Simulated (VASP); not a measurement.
# Ca4Ti3CuO12 (a cell with a defect) in VASP: single point with PBEsol

Aim: the single point of Ca4Ti3CuO12 (a cell with a defect) with PBEsol.

Everything below comes from runs of VASP 6.6.1. Logs are shortened: lines on timing, memory, paths and dates and some standing lists are left out, and cuts for length are marked.

## Step 1: The cell of the first run

The cell holds a defect, 40 atoms: a = 7.683 Å, b = 7.683 Å, c = 7.683 Å, α = 90.00°, β = 90.00°, γ = 90.00°.

## Step 2: Single point, PBEsol, collinear spin

The input, INCAR:

```
  PREC = Accurate
  ENCUT = 520
  EDIFF = 1E-6
  ISMEAR = -1
  SIGMA = 0.05
  LREAL = Auto
  LASPH = T
  NELM = 200
  ALGO = Normal
  ISIF = 2
  LWAVE = F
  LCHARG = T
  ISPIN = 2
  MAGMOM = 0 0 0 0 0 0 0 0 1 1 0 0 0 0 0 0 0 0 0 0 0 0 0 0 0 0 0 0 0 0 0 0 0 0 0 0 0 0 0 0
  LORBIT = 11
  LMAXMIX = 4
  GGA = PS
  LELF = T
  LVHAR = T
  NBANDS = 189
  ISYM = -1
  GGA_COMPAT = F
```

The input, KPOINTS:

```
explicit points
1
Reciprocal
  0.25000000   0.25000000   0.25000000 1
```

The input, POSCAR:

```
Ca4Ti3CuO12
1.0
    7.6826140000      0.0000000000      0.0000000000
    0.0000000000      7.6826140000      0.0000000000
    0.0000000000      0.0000000000      7.6826140000
Ca Cu Ti O
8 2 6 24
Direct
    0.0042390000      0.9816570000      0.9858460000
    0.0038540000      0.9890550000      0.4799240000
    0.0149610000      0.4772350000      0.9786710000
    0.0111170000      0.4716450000      0.4839590000
    0.4936150000      0.0308660000      0.0162760000
    0.4882300000      0.0218230000      0.5242240000
    0.5022140000      0.5119750000      0.0247310000
    0.4995340000      0.5212020000      0.5166150000
    0.2511400000      0.2501530000      0.2504980000
    0.2505600000      0.2503630000      0.7506220000
    0.2526090000      0.7511180000      0.2497050000
    0.2522560000      0.7496420000      0.7517430000
    0.7506540000      0.2511940000      0.2521730000
    0.7499290000      0.2525340000      0.7501690000
    0.7507040000      0.7533030000      0.2579140000
    0.7529270000      0.7504960000      0.7580510000
    0.2907840000      0.2924130000      0.0007160000
    0.2116900000      0.2083570000      0.5002800000
    0.2066560000      0.7199380000      0.9994310000
    0.2898760000      0.7805530000      0.4998660000
    0.7193730000      0.2884510000      0.9978270000
    0.7816230000      0.2068940000      0.4988310000
    0.7914990000      0.7053810000      0.9960600000
    0.7034650000      0.7896470000      0.4962500000
    0.0024170000      0.2951110000      0.2256690000
    0.0036650000      0.2190010000      0.7934340000
    0.9983720000      0.7236880000      0.2974670000
    0.9996920000      0.7928080000      0.7174300000
    0.4983250000      0.2025710000      0.2741490000
    0.4974050000      0.2796340000      0.7055020000
    0.4981920000      0.7760950000      0.1991110000
    0.4978620000      0.7048480000      0.7805290000
    0.2091620000      0.0000290000      0.2170740000
    0.2903310000      0.0009810000      0.7885000000
    0.2906070000      0.5000490000      0.2844960000
    0.2086480000      0.4982080000      0.7135420000
    0.7855940000      0.9994080000      0.2076430000
    0.7139750000      0.9989340000      0.7904930000
    0.7121650000      0.4970120000      0.2875410000
    0.7850140000      0.4970090000      0.7039660000
```

Potentials or basis: VASP PAW PBE potentials, release 64 (Ca_sv, Cu, Ti_sv, O).

Run with:

```sh
> cat potpaw_PBE.64/Ca_sv/POTCAR potpaw_PBE.64/Cu/POTCAR potpaw_PBE.64/Ti_sv/POTCAR potpaw_PBE.64/O/POTCAR > POTCAR
> mpirun -np 1 vasp_std > vasp.out
```

OUTCAR:

```text
PREC = Accurate
   ENCUT = 520
   EDIFF = 1E-6
   ISMEAR = -1
   LREAL = Auto
   LASPH = T
   NELM = 200
   ISIF = 2
   ISPIN = 2
   LORBIT = 11
   GGA = PS
   ISYM = -1

 ion  position               nearest neighbor table
   1  0.004  0.982  0.986-  26 2.35  33 2.38  37 2.40  28 2.52  19 2.54
   2  0.004  0.989  0.480-  18 2.33  28 2.37  22 2.40  27 2.47  33 2.56
   3  0.015  0.477  0.979-  25 2.36  19 2.38  26 2.44  23 2.46  36 2.53  17 2.56
   4  0.011  0.472  0.484-  36 2.34  25 2.40  27 2.41  40 2.43  18 2.55
   5  0.494  0.031  0.016-  34 2.36  29 2.38  31 2.41  38 2.44  17 2.55
   6  0.488  0.022  0.524-  29 2.37  20 2.41  30 2.42  24 2.44  34 2.54  18 2.57
   7  0.502  0.512  0.025-  17 2.35  32 2.39  21 2.40  31 2.43
   8  0.500  0.521  0.517-  30 2.36  35 2.40  39 2.41  32 2.47  20 2.57
   9  0.251  0.250  0.250-  29 1.94  25 1.95  35 1.96  33 1.97  18 1.97  17 1.97
  10  0.251  0.250  0.751-  26 1.94  30 1.94  36 1.95  34 1.96  17 1.97  18 1.97
  11  0.253  0.751  0.250-  31 1.94  20 1.96  33 1.96  35 1.97  19 1.97  27 2.00
  12  0.252  0.750  0.752-  32 1.93  19 1.95  20 1.97  34 1.97  36 1.98  28 1.99
  13  0.751  0.251  0.252-  39 1.93  22 1.94  25 1.97  29 1.98  37 1.98  21 1.99
  14  0.750  0.253  0.750-  40 1.93  21 1.94  22 1.98  30 1.98  38 1.99  26 1.99
  15  0.751  0.753  0.258-  24 1.89  27 1.94  37 1.95  31 2.00  39 2.00  23 2.07
  16  0.753  0.750  0.758-  23 1.88  38 1.95  28 1.95  32 2.00  40 2.01  24 2.07
  17  0.291  0.292  0.001-   9 1.97  10 1.97   7 2.35   5 2.55   3 2.56
  18  0.212  0.208  0.500-   9 1.97  10 1.97   2 2.33   4 2.55   6 2.57
  19  0.207  0.720  0.999-  12 1.95  11 1.97   3 2.38   1 2.54
  20  0.290  0.781  0.500-  11 1.96  12 1.97   6 2.41   8 2.57
  21  0.719  0.288  0.998-  14 1.94  13 1.99   7 2.40
  22  0.782  0.207  0.499-  13 1.94  14 1.98   2 2.40
  23  0.791  0.705  0.996-  16 1.88  15 2.07   3 2.46
  24  0.703  0.790  0.496-  15 1.89  16 2.07   6 2.44
  25  0.002  0.295  0.226-   9 1.95  13 1.97   3 2.36   4 2.40
  26  0.004  0.219  0.793-  10 1.94  14 1.99   1 2.35   3 2.44
  27  0.998  0.724  0.297-  15 1.94  11 2.00   4 2.41   2 2.47
  28  1.000  0.793  0.717-  16 1.95  12 1.99   2 2.37   1 2.52
  29  0.498  0.203  0.274-   9 1.94  13 1.98   6 2.37   5 2.38
  30  0.497  0.280  0.706-  10 1.94  14 1.98   8 2.36   6 2.42
  31  0.498  0.776  0.199-  11 1.94  15 2.00   5 2.41   7 2.43
  32  0.498  0.705  0.781-  12 1.93  16 2.00   7 2.39   8 2.47
  33  0.209  0.000  0.217-  11 1.96   9 1.97   1 2.38   2 2.56
  34  0.290  0.001  0.788-  10 1.96  12 1.97   5 2.36   6 2.54
  35  0.291  0.500  0.284-   9 1.96  11 1.97   8 2.40
  36  0.209  0.498  0.714-  10 1.95  12 1.98   4 2.34   3 2.53
  37  0.786  0.999  0.208-  15 1.95  13 1.98   1 2.40
  38  0.714  0.999  0.790-  16 1.95  14 1.99   5 2.44
  39  0.712  0.497  0.288-  13 1.93  15 2.00   8 2.41
  40  0.785  0.497  0.704-  14 1.93  16 2.01   4 2.43

IMPORTANT INFORMATION: All symmetrisations will be switched off!
NOSYMM: (Re-)initialisation of all symmetry stuff for point group C_1.

----------------------------------------------------------------------------------------

                                     Primitive cell

  volume of cell :     453.4475

  direct lattice vectors                    reciprocal lattice vectors
     7.682614000  0.000000000  0.000000000     0.130164030  0.000000000  0.000000000
     0.000000000  7.682614000  0.000000000     0.000000000  0.130164030  0.000000000
     0.000000000  0.000000000  7.682614000     0.000000000  0.000000000  0.130164030

  length of vectors
     7.682614000  7.682614000  7.682614000     0.130164030  0.130164030  0.130164030

  position of ions in fractional coordinates (direct lattice)
     0.004239000  0.981657000  0.985846000
     0.003854000  0.989055000  0.479924000
     0.014961000  0.477235000  0.978671000
     0.011117000  0.471645000  0.483959000
     0.493615000  0.030866000  0.016276000
     0.488230000  0.021823000  0.524224000
[... 32 lines left out ...]
     0.712165000  0.497012000  0.287541000
     0.785014000  0.497009000  0.703966000

  ion indices of the primitive-cell ions
   primitive index   ion index
                 1           1
                 2           2
                 3           3
                 4           4
                 5           5
                 6           6
[... 32 lines left out ...]
                39          39
                40          40

----------------------------------------------------------------------------------------

 KPOINTS: explicit points

Read explicit list of k-points.

 Found      1 k-points:

 Following reciprocal coordinates:
            Coordinates               Weight
  0.250000  0.250000  0.250000      1.000000
   k-points           NKPTS =      1   k-points in BZ     NKDIM =      1   number of bands    NBANDS=    189
   number of dos      NEDOS =    301   number of ions     NIONS =     40
   total plane-waves  NPLWV = 216000
   dimension x,y,z NGX =    60 NGY =   60 NGZ =   60
   dimension x,y,z NGXF=   120 NGYF=  120 NGZF=  120
   ions per type =               8   2   6  24
   NGX,Y,Z   is equivalent  to a cutoff of  12.98, 12.98, 12.98 a.u.
   NGXF,Y,Z  is equivalent  to a cutoff of  25.97, 25.97, 25.97 a.u.
 SYSTEM =  unknown system
   PREC   = accura    normal or accurate (medium, high low for compatibility)
   ISTART =      0    job   : 0-new  1-cont  2-samecut
   ICHARG =      2    charge: 1-file 2-atom 10-const
   ISPIN  =      2    spin polarized calculation?
   LNONCOLLINEAR =      F non collinear calculations
   LSORBIT =      F    spin-orbit coupling
   LASPH  =      T    aspherical Exc in radial PAW
   ENCUT  =  520.0 eV  38.22 Ry    6.18 a.u.  14.28 14.28 14.28*2*pi/ulx,y,z
   NELM   =    200;   NELMIN=  2; NELMDL= -5     # of ELM steps
   EDIFF  = 0.1E-05   stopping-criterion for ELM
   LREAL  =      T    real-space projection
   EDIFFG = 0.1E-04   stopping-criterion for IOM
   NSW    =      0    number of steps for IOM
   IBRION =     -1    ionic relax: 0-MD 1-quasi-New 2-CG
   NFREE  =      0    steps in history (QN), initial steepest desc. (CG)
   ISIF   =      2    stress and relaxation
   ISYM   =     -1    0-nonsym 1-usesym 2-fastsym
   POTIM  = 0.5000    time-step for ionic-motion
   TEBEG  =    0.0;   TEEND  =   0.0 temperature during run
   PSTRESS=    0.0 pullay stress
   NELECT =     318.0000    total number of electrons
   NUPDOWN=      -1.0000    fix difference up-down
   EMIN   =  10.00;   EMAX   =-10.00  energy-range for DOS
   EFERMI =   0.00;   METHOD = LEGACY
   ISMEAR =    -1;   SIGMA  =   0.05  broadening in eV -4-tet -1-fermi 0-gaus
   EFERMI_NEDOS =   21; number of points for ismear=-14 and -15
   IALGO  =     38    algorithm
   IMIX   =      4    mixing-type and parameters
     AMIX     =   0.40;   BMIX     =  1.00
     AMIX_MAG =   1.60;   BMIX_MAG =  1.00
  volume/ion in A,a.u.               =      11.34        76.50
  Fermi-wavevector in a.u.,A,eV,Ry     =   1.454481  2.748571 28.783347  2.115516
  Thomas-Fermi vector in A             =   2.571627
   LORBIT       =     11    0 simple, 1 ext, 2 COOP (PROOUT), +10 PAW based schemes
   GGA     = PS    functional components
   LHFCALC =     F    Hartree Fock is set to
   AEXX    =    0.0000 exact exchange contribution
   IVDW    =     0    specifies the selected vdW correction
   LEPSILON=     F    determine dielectric tensor
   LRPA    =     F    only Hartree local field effects (RPA)
 spin polarized calculation
  energy-cutoff  :      520.00
  volume of cell :      453.45
 maximum number of plane-waves:     12187
 NGX is ok and might be reduce to    60
   NGX = 29   NGY = 29   NGZ = 29

 number of electron     317.9999994 magnetization       0.6380625

 Free energy of the ion-electron system (eV)
  ---------------------------------------------------
  ext. energy  EPLUGINS =         0.00000000
  ---------------------------------------------------
  free energy    TOTEN  =      -311.22647660 eV

  energy without entropy =     -311.13876699  energy(sigma->0) =     -311.18262179

 E-fermi :   3.7956     XC(G=0): -11.4778

 val. band max:        3.7643787492   @ k =   0.2500   0.2500   0.2500
 cond. band min:       3.8412414207   @ k =   0.2500   0.2500   0.2500
 fundamental gap:      0.0768626716
 Fermi energy:         3.7955859205

 spin component 1

 k-point     1 :       0.2500    0.2500    0.2500
  band No.  band energies     occupation
      1     -52.5205      1.00000
      2     -52.5104      1.00000
      3     -52.4842      1.00000
      4     -52.4766      1.00000
      5     -52.3775      1.00000
      6     -52.3661      1.00000
[... 163 lines left out ...]
    170       7.1678      0.00000
    171       7.2169      0.00000
 Fermi energy:         3.7955859205

 spin component 2

 k-point     1 :       0.2500    0.2500    0.2500
  band No.  band energies     occupation
      1     -52.5181      1.00000
      2     -52.5072      1.00000
      3     -52.4813      1.00000
      4     -52.4723      1.00000
      5     -52.3774      1.00000
      6     -52.3662      1.00000
[... 163 lines left out ...]
    170       7.1708      0.00000
    171       7.2218      0.00000
 [bands above 171 left out]

------------------------ aborting loop because EDIFF is reached ----------------------------------------

  FORCE on cell =-STRESS in cart. coord.  units (eV):
  Direction    XX          YY          ZZ          XY          YZ          ZX
  --------------------------------------------------------------------------------------
  -------------------------------------------------------------------------------------
  Total      -21.3062161    -18.4295306    -11.3332980      2.1160572      3.0126649      1.1384497
  in kB      -75.2817784    -65.1175147    -40.0442211      7.4767169     10.6447232      4.0225125
  external PRESSURE =     -60.1478381 kB  Pullay stress =       0.0000000 kB

 VOLUME and BASIS-vectors are now :
 -----------------------------------------------------------------------------
  energy-cutoff  :      520.00
  volume of cell :      453.45
      direct lattice vectors                 reciprocal lattice vectors
     7.682614000  0.000000000  0.000000000     0.130164030  0.000000000  0.000000000
     0.000000000  7.682614000  0.000000000     0.000000000  0.130164030  0.000000000
     0.000000000  0.000000000  7.682614000     0.000000000  0.000000000  0.130164030

 POSITION                                       TOTAL-FORCE (eV/Angst)
 -----------------------------------------------------------------------------------
      0.03257      7.54169      7.57387        -0.022031     -0.001676     -0.008532
      0.02961      7.59853      3.68707        -0.049377     -0.026614      0.004796
      0.11494      3.66641      7.51875        -0.048069      0.023387      0.001269
      0.08541      3.62347      3.71807        -0.030264      0.014932      0.000405
      3.79225      0.23713      0.12504         0.035121     -0.026699     -0.010140
      3.75088      0.16766      4.02741         0.038436     -0.012738     -0.002982
[... 32 lines left out ...]
      5.47129      3.81835      2.20907        -0.003373      0.035601     -0.002638
      6.03096      3.81833      5.40830         0.009037      0.022457     -0.000830
 -----------------------------------------------------------------------------------
    total drift:                                0.025514      0.029218      0.030828

  FREE ENERGIE OF THE ION-ELECTRON SYSTEM (eV)
  ---------------------------------------------------
  free  energy   TOTEN  =      -311.2264765967 eV

  energy  without entropy=     -311.1387669855  energy(sigma->0) =     -311.18262179

 total charge

# of ion       s       p       d       tot
------------------------------------------
    1        2.025   5.860   0.252   8.138
    2        2.027   5.861   0.257   8.144
    3        2.026   5.861   0.252   8.138
    4        2.026   5.861   0.253   8.140
    5        2.026   5.861   0.255   8.142
    6        2.025   5.861   0.252   8.138
[... 32 lines left out ...]
   39        1.560   3.459   0.000   5.019
   40        1.561   3.454   0.000   5.014
--------------------------------------------------
tot         67.862 168.139  30.466 266.466

 magnetization (x)

# of ion       s       p       d       tot
------------------------------------------
    1       -0.000  -0.000  -0.000  -0.000
    2        0.000   0.000   0.001   0.001
    3       -0.000  -0.000  -0.000  -0.000
    4       -0.000  -0.000  -0.001  -0.001
    5       -0.000  -0.000  -0.001  -0.001
    6       -0.000  -0.000  -0.000  -0.000
[... 32 lines left out ...]
   39        0.000   0.000   0.000   0.000
   40        0.000   0.001   0.000   0.001
--------------------------------------------------
tot          0.012   0.331   0.243   0.585
```

Run time: 11 min. Hardware: 1 thread of Intel Xeon Platinum 8259CL at 2.50GHz (Skylake/Cascade Lake), shared host; peak memory 0.73 GiB.

Results:

| Property | Result |
| --- | --- |
| Free energy | -311.2265 eV |
| Pressure | -6.0 GPa |
| Largest force | 0.125 eV/Å |
| Net moment | 0.64 μB per cell |
| Site moments | Ca -0.00, +0.00 (each value once); Cu +0.14, +0.10; Ti +0.01, +0.00, -0.00 (each value once); O +0.06, +0.00, -0.00, +0.03, +0.02, +0.04 (each value once) μB |
| Valence electrons inside the program's atomic spheres | Ca 8.14; Cu 9.87, 9.88; Ti 10.30, 10.29, 10.28 (each value once); O 4.93, 5.03, 5.02, 5.01, 4.97, 4.96 (each value once) |

Forces on the atoms (eV/Å):
```
Ca  -0.022 -0.002 -0.009
Ca  -0.049 -0.027  0.005
Ca  -0.048  0.023  0.001
Ca  -0.030  0.015  0.000
Ca   0.035 -0.027 -0.010
Ca   0.038 -0.013 -0.003
Ca   0.044  0.018 -0.009
Ca   0.011 -0.011 -0.001
Cu  -0.004  0.000  0.003
Cu   0.028 -0.025 -0.024
Ti   0.016  0.000  0.028
Ti  -0.002  0.001  0.011
Ti   0.003  0.005 -0.006
Ti   0.004  0.011 -0.011
Ti  -0.006 -0.011 -0.038
Ti  -0.008  0.004 -0.035
O    0.002 -0.009 -0.022
O   -0.010  0.027  0.017
O    0.004 -0.003  0.006
O   -0.007  0.010 -0.014
O   -0.008  0.008  0.004
O    0.007 -0.006  0.026
O   -0.004 -0.014  0.034
O   -0.008  0.000  0.034
O   -0.123 -0.003  0.000
O   -0.115 -0.016  0.005
O    0.021 -0.001 -0.004
O    0.013 -0.010 -0.011
O    0.124 -0.003  0.008
O    0.098  0.024  0.013
O   -0.005  0.000  0.010
O    0.009  0.000  0.002
O   -0.004  0.004 -0.003
O   -0.014 -0.051 -0.012
O    0.004 -0.022  0.003
O   -0.002  0.072 -0.002
O    0.003 -0.008  0.005
O   -0.002 -0.021  0.001
O   -0.003  0.036 -0.003
O    0.009  0.022 -0.001
```

Caveat: the PAW data sets were made with another functional, which shifts forces and pressure a little.
